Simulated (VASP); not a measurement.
# Ga3BAs4 in VASP: notebook

The runs below take Ga3BAs4 through single point, relaxation of cell and atoms, with PBE.

Program: VASP 6.6.1. These are calculated values, not measurements. Logs are shortened: lines on timing, memory, paths and dates and some standing lists are left out, and cuts for length are marked.

### Step 1. The cell of the first run

It takes space group I-42m (No. 121, tetragonal). The conventional cell has a = 5.520 Å, b = 5.520 Å, c = 10.898 Å, α = 90.00°, β = 90.00°, γ = 90.00°. Within 3.3 Å of Ga (site symmetry -42m) lie 4 As at 2.52 Å. Ga (site symmetry -4) has 4 As at 2.46 Å within 3.2 Å. Within 2.8 Å of B (site symmetry -42m) lie 4 As at 2.12 Å. Within 2.8 Å of As (site symmetry m) lie 1 B at 2.12 Å and 3 Ga at 2.46 to 2.52 Å.

The cell was generated, and may not be a known phase.

### Step 2. Single point, PBE

INCAR

```
ALGO     = Normal         # electronic algorithm
EDIFF    = 1E-6           # SCF threshold, eV
ENCUT    = 520            # plane-wave cutoff, eV
GGA      = PE             # functional
ISIF     = 2              # what is computed and relaxed
ISMEAR   = 0              # smearing method
LASPH    = True           # aspherical terms in the spheres
LCHARG   = False          # write CHGCAR
LREAL    = False          # projectors in reciprocal space
LWAVE    = False          # write WAVECAR
NBANDS   = 41             # bands
NELM     = 80             # most SCF steps
PREC     = Accurate       # precision mode
SIGMA    = 0.2            # smearing width, eV
```

KPOINTS

```
k-points
0
Gamma
  4 4 4
```

POSCAR

```
Ga3BAs4
1.0
   -2.7602306816      2.7602306816      5.4490785122
    2.7602306816     -2.7602306816      5.4490785122
    2.7602306816      2.7602306816     -5.4490785122
Ga B As
3 1 4
Direct
    0.5000000000      0.5000000000      0.0000000000
    0.2500000000      0.7500000000      0.5000000000
    0.7500000000      0.2500000000      0.5000000000
    0.0000000000      0.0000000000      0.0000000000
    0.6652106377      0.1057470989      0.0000000000
    0.8942529011      0.8942529011      0.5594635388
    0.1057470989      0.6652106377      0.0000000000
    0.3347893623      0.3347893623      0.4405364612
```

Potentials or basis: VASP PAW PBE potentials, release 64 (Ga_d, B, As).

Run with:

```console
$ cat potpaw_PBE.64/Ga_d/POTCAR potpaw_PBE.64/B/POTCAR potpaw_PBE.64/As/POTCAR > POTCAR
$ mpirun -np 1 vasp_std > vasp.out
```

OUTCAR:

```text
EDIFF = 1E-6
   ENCUT = 520
   GGA = PE
   ISIF = 2
   ISMEAR = 0
   LASPH = True
   LREAL = False
   NELM = 80
   PREC = Accurate

 ion  position               nearest neighbor table
   1  0.500  0.500  0.000-   6 2.52   5 2.52   7 2.52   8 2.52
   2  0.250  0.750  0.500-   8 2.46   6 2.46   5 2.46   7 2.46
   3  0.750  0.250  0.500-   8 2.46   7 2.46   6 2.46   5 2.46
   4  0.000  0.000  0.000-   5 2.12   6 2.12   7 2.12   8 2.12
   5  0.665  0.106  0.000-   4 2.12   3 2.46   2 2.46   1 2.52
   6  0.894  0.894  0.559-   4 2.12   3 2.46   2 2.46   1 2.52
   7  0.106  0.665  0.000-   4 2.12   2 2.46   3 2.46   1 2.52
   8  0.335  0.335  0.441-   4 2.12   3 2.46   2 2.46   1 2.52

  LATTYP: Found a body centered tetragonal cell.
 ALAT       =     5.5204613632
 C/A-ratio  =     1.9741388097

  Lattice vectors:

 A1 = (  -2.7602306816,   2.7602306816,   5.4490785122)
 A2 = (   2.7602306816,  -2.7602306816,   5.4490785122)
 A3 = (   2.7602306816,   2.7602306816,  -5.4490785122)

Analysis of symmetry for initial positions (statically):
=====================================================================
 Subroutine PRICEL returns:
 Original cell was already a primitive cell.

 Routine SETGRP: Setting up the symmetry group for a
 body centered tetragonal supercell.

 Subroutine GETGRP returns: Found  8 space group operations
 (whereof  8 operations were pure point group operations)
 out of a pool of 16 trial point group operations.

The static configuration has the point symmetry D_2d.

Analysis of symmetry for dynamics (positions and initial velocities):
=====================================================================
 Subroutine PRICEL returns:
 Original cell was already a primitive cell.

 Routine SETGRP: Setting up the symmetry group for a
 body centered tetragonal supercell.

 Subroutine GETGRP returns: Found  8 space group operations
 (whereof  8 operations were pure point group operations)
 out of a pool of 16 trial point group operations.

The dynamic configuration has the point symmetry D_2d.

 Subroutine INISYM returns: Found  8 space group operations
 (whereof  8 operations are pure point group operations),
 and found     1 'primitive' translations

----------------------------------------------------------------------------------------

                                     Primitive cell

  volume of cell :     166.0634

  direct lattice vectors                    reciprocal lattice vectors
    -2.760230682  2.760230682  5.449078512     0.000000000  0.181144280  0.091758634
     2.760230682 -2.760230682  5.449078512     0.181144280  0.000000000  0.091758634
     2.760230682  2.760230682 -5.449078512     0.181144280  0.181144280  0.000000000

  length of vectors
     6.702999587  6.702999587  6.702999587     0.203058851  0.203058851  0.256176698

  position of ions in fractional coordinates (direct lattice)
     0.500000000  0.500000000  0.000000000
     0.250000000  0.750000000  0.500000000
     0.750000000  0.250000000  0.500000000
     0.000000000  0.000000000  0.000000000
     0.665210638  0.105747099  0.000000000
     0.894252901  0.894252901  0.559463539
     0.105747099  0.665210638  0.000000000
     0.334789362  0.334789362  0.440536461

  ion indices of the primitive-cell ions
   primitive index   ion index
                 1           1
                 2           2
                 3           3
                 4           4
                 5           5
                 6           6
                 7           7
                 8           8

----------------------------------------------------------------------------------------

 KPOINTS: k-points

Automatic generation of k-mesh.
 Grid dimensions read from file:
 generate k-points for:    4    4    4

 Generating k-lattice:

  Cartesian coordinates                     Fractional coordinates (reciprocal lattice)
     0.000000000  0.045286070  0.022939658     0.250000000  0.000000000 -0.000000000
     0.045286070  0.000000000  0.022939658     0.000000000  0.250000000 -0.000000000
     0.045286070  0.045286070  0.000000000     0.000000000  0.000000000  0.250000000

  Length of vectors
     0.050764713  0.050764713  0.064044174

  Shift w.r.t. Gamma in fractional coordinates (k-lattice)
     0.000000000  0.000000000  0.000000000

 Subroutine IBZKPT returns following result:
 ===========================================

 Found     13 irreducible k-points:

 Following reciprocal coordinates:
            Coordinates               Weight
  0.000000  0.000000  0.000000      1.000000
  0.250000  0.000000  0.000000      8.000000
  0.500000  0.000000  0.000000      4.000000
  0.250000  0.250000  0.000000      8.000000
  0.500000  0.250000  0.000000     16.000000
 -0.250000  0.250000  0.000000      4.000000
  0.500000  0.500000  0.000000      2.000000
  0.250000  0.250000  0.250000      2.000000
 -0.250000  0.250000  0.250000      4.000000
  0.500000  0.500000  0.250000      4.000000
 -0.250000  0.500000  0.250000      8.000000
 -0.250000 -0.250000  0.250000      2.000000
  0.500000  0.500000  0.500000      1.000000
   k-points           NKPTS =     13   k-points in BZ     NKDIM =     13   number of bands    NBANDS=     41
   number of dos      NEDOS =    301   number of ions     NIONS =      8
   total plane-waves  NPLWV = 125000
   dimension x,y,z NGX =    50 NGY =   50 NGZ =   50
   dimension x,y,z NGXF=   100 NGYF=  100 NGZF=  100
   ions per type =               3   1   4
   NGX,Y,Z   is equivalent  to a cutoff of  12.40, 12.40, 12.40 a.u.
   NGXF,Y,Z  is equivalent  to a cutoff of  24.80, 24.80, 24.80 a.u.
 SYSTEM =  unknown system
   PREC   = accura    normal or accurate (medium, high low for compatibility)
   ISTART =      0    job   : 0-new  1-cont  2-samecut
   ICHARG =      2    charge: 1-file 2-atom 10-const
   ISPIN  =      1    spin polarized calculation?
   LNONCOLLINEAR =      F non collinear calculations
   LSORBIT =      F    spin-orbit coupling
   LASPH  =      T    aspherical Exc in radial PAW
   ENCUT  =  520.0 eV  38.22 Ry    6.18 a.u.  12.46 12.46 12.46*2*pi/ulx,y,z
   NELM   =     80;   NELMIN=  2; NELMDL= -5     # of ELM steps
   EDIFF  = 0.1E-05   stopping-criterion for ELM
   LREAL  =      F    real-space projection
   EDIFFG = 0.1E-04   stopping-criterion for IOM
   NSW    =      0    number of steps for IOM
   IBRION =     -1    ionic relax: 0-MD 1-quasi-New 2-CG
   NFREE  =      0    steps in history (QN), initial steepest desc. (CG)
   ISIF   =      2    stress and relaxation
   ISYM   =      2    0-nonsym 1-usesym 2-fastsym
   POTIM  = 0.5000    time-step for ionic-motion
   TEBEG  =    0.0;   TEEND  =   0.0 temperature during run
   PSTRESS=    0.0 pullay stress
   NELECT =      62.0000    total number of electrons
   NUPDOWN=      -1.0000    fix difference up-down
   EMIN   =  10.00;   EMAX   =-10.00  energy-range for DOS
   EFERMI =   0.00;   METHOD = LEGACY
   ISMEAR =     0;   SIGMA  =   0.20  broadening in eV -4-tet -1-fermi 0-gaus
   EFERMI_NEDOS =   21; number of points for ismear=-14 and -15
   IALGO  =     38    algorithm
   IMIX   =      4    mixing-type and parameters
     AMIX     =   0.40;   BMIX     =  1.00
     AMIX_MAG =   1.60;   BMIX_MAG =  1.00
  volume/ion in A,a.u.               =      20.76       140.08
  Fermi-wavevector in a.u.,A,eV,Ry     =   1.178820  2.227647 18.906878  1.389616
  Thomas-Fermi vector in A             =   2.315142
   LORBIT       =      0    0 simple, 1 ext, 2 COOP (PROOUT), +10 PAW based schemes
   GGA     = PE    functional components
   LHFCALC =     F    Hartree Fock is set to
   AEXX    =    0.0000 exact exchange contribution
   IVDW    =     0    specifies the selected vdW correction
   LEPSILON=     F    determine dielectric tensor
   LRPA    =     F    only Hartree local field effects (RPA)
 non-spin polarized calculation
 Gauss-broadening in eV      SIGMA  =   0.20
  energy-cutoff  :      520.00
  volume of cell :      166.06
 maximum number of plane-waves:      4492
 NGX is ok and might be reduce to    50
   NGX = 25   NGY = 25   NGZ = 25

 number of electron      61.9999990 magnetization

 Free energy of the ion-electron system (eV)
  ---------------------------------------------------
  ext. energy  EPLUGINS =         0.00000000
  ---------------------------------------------------
  free energy    TOTEN  =       -35.63609278 eV

  energy without entropy =      -35.63576273  energy(sigma->0) =      -35.63592776

 E-fermi :   4.5504     XC(G=0):  -9.7142

 val. band max:        4.1961248862   @ k =   0.0000   0.0000   0.0000
 cond. band min:       4.8801885117   @ k =   0.0000   0.0000   0.0000
 fundamental gap:      0.6840636255
 Fermi energy:         4.5504047201

 k-point     1 :       0.0000    0.0000    0.0000
  band No.  band energies     occupation
      1     -10.7608      2.00000
      2     -10.7608      2.00000
      3     -10.7548      2.00000
      4     -10.7096      2.00000
      5     -10.6585      2.00000
      6     -10.6541      2.00000
[... 33 lines left out ...]
     40       9.3516      0.00000
     41       9.3517      0.00000

 k-point     2 :       0.2500    0.0000    0.0000
  band No.  band energies     occupation
      1     -10.7648      2.00000
      2     -10.7597      2.00000
      3     -10.7534      2.00000
      4     -10.7086      2.00000
      5     -10.6596      2.00000
      6     -10.6532      2.00000
[... 33 lines left out ...]
     40       9.1227      0.00000
     41       9.4697      0.00000

 k-point     3 :       0.5000    0.0000    0.0000
  band No.  band energies     occupation
      1     -10.7687      2.00000
      2     -10.7577      2.00000
      3     -10.7526      2.00000
      4     -10.7075      2.00000
      5     -10.6610      2.00000
      6     -10.6491      2.00000
[... 33 lines left out ...]
     40       9.2644      0.00000
     41       9.7890      0.00000

 k-point     4 :       0.2500    0.2500    0.0000
  band No.  band energies     occupation
      1     -10.7698      2.00000
      2     -10.7591      2.00000
      3     -10.7516      2.00000
      4     -10.7079      2.00000
      5     -10.6594      2.00000
      6     -10.6593      2.00000
[... 341 lines left out ...]
     40       9.0458      0.00000
     41       9.3591      0.00000

 k-point    12 :      -0.2500   -0.2500    0.2500
  band No.  band energies     occupation
      1     -10.7645      2.00000
      2     -10.7645      2.00000
      3     -10.7481      2.00000
      4     -10.7111      2.00000
      5     -10.6683      2.00000
      6     -10.6592      2.00000
[... 33 lines left out ...]
     40       8.6590      0.00000
     41       8.6590      0.00000

 k-point    13 :       0.5000    0.5000    0.5000
  band No.  band energies     occupation
      1     -10.7679      2.00000
      2     -10.7679      2.00000
      3     -10.7379      2.00000
      4     -10.7148      2.00000
      5     -10.6827      2.00000
      6     -10.6600      2.00000
[... 33 lines left out ...]
     40      10.1303      0.00000
     41      10.1303      0.00000

------------------------ aborting loop because EDIFF is reached ----------------------------------------

  FORCE on cell =-STRESS in cart. coord.  units (eV):
  Direction    XX          YY          ZZ          XY          YZ          ZX
  --------------------------------------------------------------------------------------
  -------------------------------------------------------------------------------------
  Total        0.3315542      0.3315542      0.7188006      0.0000000     -0.0000000      0.0000000
  in kB        3.1988309      3.1988309      6.9349794      0.0000000     -0.0000000      0.0000000
  external PRESSURE =       4.4442137 kB  Pullay stress =       0.0000000 kB

 VOLUME and BASIS-vectors are now :
 -----------------------------------------------------------------------------
  energy-cutoff  :      520.00
  volume of cell :      166.06
      direct lattice vectors                 reciprocal lattice vectors
    -2.760230682  2.760230682  5.449078512     0.000000000  0.181144280  0.091758634
     2.760230682 -2.760230682  5.449078512     0.181144280  0.000000000  0.091758634
     2.760230682  2.760230682 -5.449078512     0.181144280  0.181144280  0.000000000

 POSITION                                       TOTAL-FORCE (eV/Angst)
 -----------------------------------------------------------------------------------
      0.00000      0.00000      5.44908        -0.000000      0.000000     -0.000000
      2.76023     -0.00000      2.72454        -0.000000      0.000000     -0.000000
     -0.00000      2.76023      2.72454        -0.000000      0.000000     -0.000000
      0.00000      0.00000      0.00000        -0.000000      0.000000     -0.000000
     -1.54425      1.54425      4.20101         0.011492     -0.011492     -0.043093
      1.54425      1.54425      6.69715        -0.011492     -0.011492      0.043093
      1.54425     -1.54425      4.20101        -0.011492      0.011492     -0.043093
      1.21598      1.21598      1.24807         0.011492      0.011492      0.043093
 -----------------------------------------------------------------------------------
    total drift:                                0.000013      0.000013      0.000005

  FREE ENERGIE OF THE ION-ELECTRON SYSTEM (eV)
  ---------------------------------------------------
  free  energy   TOTEN  =       -35.6360927762 eV

  energy  without entropy=      -35.6357627342  energy(sigma->0) =      -35.63592776
```

It took 98 s on 1 thread of AMD EPYC 9R45 (Zen 5), shared host; peak memory 0.35 GiB.

Results:

```yaml
Free_energy: -35.6361 eV
Pressure: 0.4 GPa
Largest_force: 0.046 eV/Å
Band_gap_on_the_k_mesh: 0.68 eV
```

Forces on the atoms (eV/Å):
```
Ga   0.000  0.000  0.000
Ga   0.000  0.000  0.000
Ga   0.000  0.000  0.000
B    0.000  0.000  0.000
As   0.011 -0.011 -0.043
As  -0.011 -0.011  0.043
As  -0.011  0.011 -0.043
As   0.011  0.011  0.043
```

Stress tensor (GPa, compression positive):
```
0.32 0.00 0.00
0.00 0.32 0.00
0.00 0.00 0.69
```

Caveat: semilocal functionals underestimate gaps, and a narrow one can read as zero. A k mesh can miss the band edges.

### Step 3. Single point, PBE

This run uses another cell than the first one, of 20.83 Å³/atom.

INCAR

```
PREC = Accurate
ENCUT = 520
EDIFF = 1E-6
ISMEAR = 0
SIGMA = 0.1
LREAL = False
LASPH = True
NELM = 80
ALGO = Normal
ISIF = 2
LWAVE = False
LCHARG = False
GGA = PE
NBANDS = 41
```

KPOINTS

```
regular mesh
0
Gamma
  4 4 4
```

POSCAR

```
Ga3BAs4
1.0
    5.5169564314      0.0000000000      0.0000000000
    0.0000000000      5.5169564314      0.0000000000
   -2.7584782157     -2.7584782157      5.4754484209
Ga B As
3 1 4
Direct
    0.5000000000      0.5000000000      0.0000000000
    0.7500000000      0.2500000000      0.5000000000
    0.2500000000      0.7500000000      0.5000000000
    0.0000000000      0.0000000000      0.0000000000
    0.1055922610      0.6650140911      0.7706063522
    0.8944077390      0.8944077390      0.2293936478
    0.6650140911      0.1055922610      0.7706063522
    0.3349859089      0.3349859089      0.2293936478
```

Potentials or basis: VASP PAW PBE potentials, release 64 (Ga_d, B, As).

Run with:

```console
$ cat potpaw_PBE.64/Ga_d/POTCAR potpaw_PBE.64/B/POTCAR potpaw_PBE.64/As/POTCAR > POTCAR
$ mpirun -np 1 vasp_std > vasp.out
```

Wall time 67 s (1 thread of AMD EPYC 9R45 (Zen 5), shared host); peak memory 0.29 GiB.

The run converged. Its results:

```yaml
Free_energy: -35.6381 eV
Pressure: 0.2 GPa
Largest_force: 0.018 eV/Å
Band_gap_on_the_k_mesh: 0.66 eV
```

Forces in eV/Å, atoms in the order of the input:
```
Ga   0.000  0.000  0.000
Ga   0.000  0.000  0.000
Ga   0.000  0.000  0.000
B    0.000  0.000  0.000
As   0.009 -0.009 -0.012
As  -0.009 -0.009  0.012
As  -0.009  0.009 -0.012
As   0.009  0.009  0.012
```

Levels at points of the mesh, in eV from the valence-band top:
```tsv
k point	band 28	band 29	band 30	band 31	band 32	band 33	band 34	band 35
(0.00, 0.00, 0.00)	-2.63	-0.12	0.00	0.00	0.66	1.17	1.38	3.21
(0.50, 0.00, 0.00)	-2.27	-2.18	-1.52	-1.13	2.63	2.91	3.04	3.41
(0.50, 0.50, 0.00)	-1.42	-1.12	-0.95	-0.78	0.76	1.07	2.23	3.16
(0.00, 0.00, 0.50)	-1.92	-1.92	-1.51	-1.51	1.27	1.36	1.53	1.53
```

Caveat: semilocal functionals underestimate gaps, and a narrow one can read as zero. A k mesh can miss the band edges.

[end of part 1 of 2]
